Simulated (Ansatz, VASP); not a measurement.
## Two plane-wave programs on Hf2C5

The input INCAR:

```
ALGO     = Normal         # electronic algorithm
EDIFF    = 1E-7           # SCF threshold, eV
EDIFFG   = -0.08          # ionic threshold
ENCUT    = 600            # plane-wave cutoff, eV
GGA      = PE             # functional
IBRION   = 2              # ionic algorithm
ISIF     = 3              # what is computed and relaxed
ISMEAR   = 0              # smearing method
LASPH    = True           # aspherical terms in the spheres
LCHARG   = False          # write CHGCAR
LREAL    = False          # projectors in reciprocal space
LWAVE    = False          # write WAVECAR
NELM     = 80             # most SCF steps
NSW      = 36             # ionic steps
PREC     = Accurate       # precision mode
SIGMA    = 0.2            # smearing width, eV
```

KPOINTS

```
k-points
0
Gamma
  4 3 2
```

File POSCAR:

```
Hf2C5
1.0
    4.3544805200      0.0000000000      0.0000000000
    0.0000000000      5.0244006000      0.0000000000
    0.0000000000      0.0000000000      8.1202433900
Hf C
4 10
Direct
    0.0000000000      0.0000000000      0.6800000000
    0.0000000000      0.0000000000      0.3200000000
    0.5000000000      0.5000000000      0.6800000000
    0.5000000000      0.5000000000      0.3200000000
    0.5000000000      0.0000000000      0.5000000000
    0.6667000000      0.5000000000      0.0000000000
    0.8333000000      0.7500000000      0.0000000000
    0.6667000000      0.0000000000      0.0000000000
    0.8333000000      0.2500000000      0.0000000000
    0.3333000000      0.0000000000      0.0000000000
    0.1667000000      0.7500000000      0.0000000000
    0.3333000000      0.5000000000      0.0000000000
    0.1667000000      0.2500000000      0.0000000000
    0.0000000000      0.5000000000      0.5000000000
```

Input for Ansatz:

```yaml
crystal:
  lattice:
    - [4.35448052, 0.0, 0.0]
    - [0.0, 5.0244006, 0.0]
    - [0.0, 0.0, 8.12024339]
  atoms:
    - { symbol: Hf, position: [0.0, 0.0, 0.68] }
    - { symbol: Hf, position: [0.0, 0.0, 0.32] }
    - { symbol: Hf, position: [0.5, 0.5, 0.68] }
    - { symbol: Hf, position: [0.5, 0.5, 0.32] }
    - { symbol: C, position: [0.5, 0.0, 0.5] }
    - { symbol: C, position: [0.6667, 0.5, 0.0] }
    - { symbol: C, position: [0.8333, 0.75, 0.0] }
    - { symbol: C, position: [0.6667, 0.0, 0.0] }
    - { symbol: C, position: [0.8333, 0.25, 0.0] }
    - { symbol: C, position: [0.3333, 0.0, 0.0] }
    - { symbol: C, position: [0.1667, 0.75, 0.0] }
    - { symbol: C, position: [0.3333, 0.5, 0.0] }
    - { symbol: C, position: [0.1667, 0.25, 0.0] }
    - { symbol: C, position: [0.0, 0.5, 0.5] }
basis:
  ecutwfc: 420
kpoints:
  mp_grid: { grid: [4, 3, 2] }
hamiltonian:
  xc: pbe
scf:
  occupations: { method: gaussian, width: 0.2 }
  lower_state_search: "off"
output:
  forces: true
  stress: true
  eigenvalues: true
relax:
  adjacent_minimum: "off"
  f_tol: 0.08
  max_steps: 16
  cell: { stress_tol: 0.8 }
```

Alike in both runs: task relaxation of cell and atoms; functional PBE; k mesh 4 × 3 × 2; occupations gaussian, width 0.2 eV; no spin polarisation.

|  | VASP | Ansatz |
| --- | --- | --- |
| version | VASP 6.6.1 | Ansatz 0.2.0 |
| potentials or method | VASP PAW PBE potentials, release 64 (Hf_pv, C), cutoff 600 eV | scalar-relativistic, plane waves, PAW |
| valence electrons in the cell | 80 | 144 |

|  | VASP | Ansatz | Ansatz less VASP |
| --- | --- | --- | --- |
| gap on the k mesh at the Fermi level, each at its own relaxed structure (eV) | none | none | - |
| relaxed volume (Å³/atom) | 10.75 | 10.84 | +0.086 |
| relaxed cell length with the largest relative difference (Å) | 7.247 | 7.286 | +0.0394 |

A gap of «none» marks a metal or a gap that the smearing closes. VASP's potentials hold 80 valence electrons a cell and Ansatz's 144, so a difference there can come from the potentials and not from the codes.

The k mesh is coarse, so the values compare programs but aren't converged. Neither program's run includes spin-orbit coupling. Noted on VASP's run: the volume moved by over 15 % at a fixed basis, so the end points are rough.
